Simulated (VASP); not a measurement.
Ga, 2 atoms in the cell. It takes space group P6_3/mmc (No. 194, hexagonal). Conventional cell: a = 3.074 Å, b = 3.074 Å, c = 4.848 Å, α = 90.00°, β = 90.00°, γ = 120.00°. Ga (site symmetry -6m2) has 12 Ga at 3.00 to 3.07 Å within 4.0 Å. This isn't the form of Ga at room conditions, which is orthorhombic.

- Program: VASP 6.6.1
- Task: single point
- Functional: RPBE
- Potentials or basis: VASP PAW PBE potentials, release 64 (Ga_d)
- Cutoff: 520 eV
- k mesh: 13 × 13 × 8
- Occupations: fermi-dirac, width 0.1 eV
- Spin: no spin polarisation
- Dipole correction: no
- Further INCAR settings: ALGO = Normal; EDIFF = 1e-06; NBANDS = 20

Potentials or basis: VASP PAW PBE potentials, release 64 (Ga_d).

Run with:

```sh
$ cat potpaw_PBE.64/Ga_d/POTCAR > POTCAR
$ mpirun -np 1 vasp_std > vasp.out
```

Hardware: 1 thread of Intel Xeon 8259CL, on a shared host.

Task: How long does it take, and how much memory?

Result: Wall time 84 s on 1 thread of Intel Xeon 8259CL, with other jobs on the host, peak memory 0.2 GiB. Counts: scf iterations 11, k points 105.
